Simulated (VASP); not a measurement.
Input of a VASP 6.6.1 run:

The input INCAR:

```
ALGO = Fast
EDIFF = 1E-6
ENCUT = 520
GGA = PS
ISIF = 2
ISMEAR = 0
LASPH = True
LCHARG = False
LREAL = False
LWAVE = False
NBANDS = 12
NELM = 100
PREC = Accurate
SIGMA = 0.15
```

KPOINTS

```
k-points
0
Gamma
  20 20 20
```

File POSCAR:

```
Ag
1.0
   -1.6970453500      1.6970453500      1.6142626500
    1.6970453500     -1.6970453500      1.6142626500
    1.6970453500      1.6970453500     -1.6142626500
Ag
1
Direct
    0.0000000000      0.0000000000      0.0000000000
```

Potentials or basis: VASP PAW PBE potentials, release 64 (Ag).

Command:

```console
$ cat potpaw_PBE.64/Ag/POTCAR > POTCAR
$ mpirun -np 1 vasp_std > vasp.out
```

(1) Estimate the pressure.

Results:

(1) -8.9 GPa.

Caveat: the cell differs from its parent crystal (strain +0.025 along x and y, -0.025 along z); the PAW data sets were made with another functional, which shifts forces and pressure a little.
